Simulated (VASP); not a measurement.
Write the native input for VASP 6.6.1 that does the following.

| Item | Value |
| --- | --- |
| Task | relaxation of cell and atoms |
| Functional | PBE |
| Potentials or basis | VASP PAW PBE potentials, release 64 (Al, As, Pd) |
| Cutoff | 600 eV |
| k mesh | 4 × 4 × 4 |
| Occupations | gaussian, width 0.1 eV |
| Spin | no spin polarisation |
| Dipole correction | no |
| Further INCAR settings | ALGO = Fast; EDIFF = 1e-07; IBRION = 2; EDIFFG = -0.04; NSW = 90; ISIF = 3 |

The structure of AlAsPd3 lies in POSCAR:

```
AlAsPd3
1.0
    4.3455063800      0.0000000000      0.0000000000
    0.0000000000      4.3455063800      0.0000000000
    0.0000000000      0.0000000000      4.3455063800
Al As Pd
1 1 3
Direct
    0.0000000000      0.0000000000      0.0000000000
    0.5000000000      0.5000000000      0.5000000000
    0.5000000000      0.5000000000      0.0000000000
    0.0000000000      0.5000000000      0.5000000000
    0.5000000000      0.0000000000      0.5000000000
```

The cell was generated, and may not be a known phase.

The input as run:

INCAR

```
SYSTEM = AlAsPd3
ALGO     = Fast           ! electronic algorithm
EDIFF    = 1E-7           ! SCF threshold, eV
EDIFFG   = -0.04          ! ionic threshold
ENCUT    = 600            ! plane-wave cutoff, eV
GGA      = PE             ! functional
IBRION   = 2              ! ionic algorithm
ISIF     = 3              ! what is computed and relaxed
ISMEAR   = 0              ! smearing method
LASPH    = .True.         ! aspherical terms in the spheres
LCHARG   = .False.        ! write CHGCAR
LREAL    = .False.        ! projectors in reciprocal space
LWAVE    = .False.        ! write WAVECAR
NELM     = 60             ! most SCF steps
NSW      = 90             ! ionic steps
PREC     = Accurate       ! precision mode
SIGMA    = 0.1            ! smearing width, eV
```

KPOINTS

```
k-points
0
Gamma
  4 4 4
  0 0 0
```

Potentials or basis: VASP PAW PBE potentials, release 64 (Al, As, Pd).

Command:

```console
$ cat potpaw_PBE.64/Al/POTCAR potpaw_PBE.64/As/POTCAR potpaw_PBE.64/Pd/POTCAR > POTCAR
$ mpirun -np 1 vasp_std > vasp.out
```

Results of the run:

- Relaxed volume: 20.09 Å³/atom
- Relaxed cell: a = 4.649 Å, b = 4.649 Å, c = 4.649 Å, α = 90.00°, β = 90.00°, γ = 90.00°
- Space group after relaxing (to 0.1 Å): Pm-3m (No. 221)
- Energy gained by relaxing: 290.3 meV/atom
- Ionic steps: 4
- Pressure after relaxing: -0.2 GPa
- Band gap on the k mesh: zero (bands 19 and 20 overlap by 0.40 eV)

Caveat: the k points lie up to 0.34 Å⁻¹ apart in the final cell; the volume moved by over 15 % at a fixed basis, so the end points are rough.

Wall time 91 s on 1 thread of Intel(R) Xeon(R) Platinum 8375C CPU @ 2.90GHz (Ice Lake), on a shared host, peak memory 0.22 GiB.
